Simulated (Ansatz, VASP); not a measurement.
CaSe in VASP and in Ansatz

Contents of INCAR:

```
SYSTEM = CaSe
PREC     = Accurate       ! precision mode
ENCUT    = 520            ! plane-wave cutoff, eV
EDIFF    = 1E-6           ! SCF threshold, eV
ISMEAR   = -1             ! smearing method
SIGMA    = 0.05           ! smearing width, eV
LREAL    = .False.        ! projectors in reciprocal space
LASPH    = .True.         ! aspherical terms in the spheres
NELM     = 60             ! most SCF steps
ALGO     = Normal         ! electronic algorithm
ISIF     = 2              ! what is computed and relaxed
LWAVE    = .False.        ! write WAVECAR
LCHARG   = .False.        ! write CHGCAR
NBANDS   = 15             ! bands
```

File KPOINTS:

```
regular mesh
0
Gamma
  8 8 8
  0 0 0
```

The input POSCAR:

```
CaSe
1.0
    0.0000000000      2.9948991977      2.9948991977
    2.9948991977      0.0000000000      2.9948991977
    2.9948991977      2.9948991977      0.0000000000
Se Ca
1 1
Direct
    0.5000000000      0.5000000000      0.5000000000
    0.0000000000      0.0000000000      0.0000000000
```

The input input.yaml:

```yaml
crystal:
  lattice:
    - [0.0, 2.9948991977, 2.9948991977]
    - [2.9948991977, 0.0, 2.9948991977]
    - [2.9948991977, 2.9948991977, 0.0]
  atoms:
    - { symbol: Se, position: [0.5, 0.5, 0.5] }
    - { symbol: Ca, position: [0.0, 0.0, 0.0] }
kpoints:
  mp_grid: { grid: [8, 8, 8] }
scf:
  occupations: { method: fermi_dirac, width: 0.05 }
hamiltonian:
  xc: lda
  pseudopotentials: { kind: all_electron, lapw: { basis_error: 0.001 } }
output:
  forces: true
  stress: true
  eigenvalues: true
```

Change from the starting cell: volume scaled by 1.04.

Alike in both runs: task single point; functional LDA; k mesh 8 × 8 × 8; occupations fermi-dirac, width 0.05 eV; no spin polarisation.

|  | VASP | Ansatz |
| --- | --- | --- |
| version | VASP 6.6.1 | Ansatz 0.2.0 |
| potentials or method | VASP PAW LDA potentials, release 64 (Se, Ca_sv), cutoff 520 eV | all-electron LAPW, scalar-relativistic |

Ansatz gave:

* gap on the k mesh at the Fermi level (eV): 1.96
* least direct gap on the mesh (eV): 2.87
* pressure (GPa): -4.7

Which values does VASP return?

gap on the k mesh at the Fermi level (eV): 1.95; least direct gap on the mesh (eV): 2.86; pressure (GPa): -4.5.

LDA's correlation is that of Perdew and Zunger in VASP and of Perdew and Wang (1992) in Ansatz. Ansatz ran all-electron here, and VASP with PAW potentials.
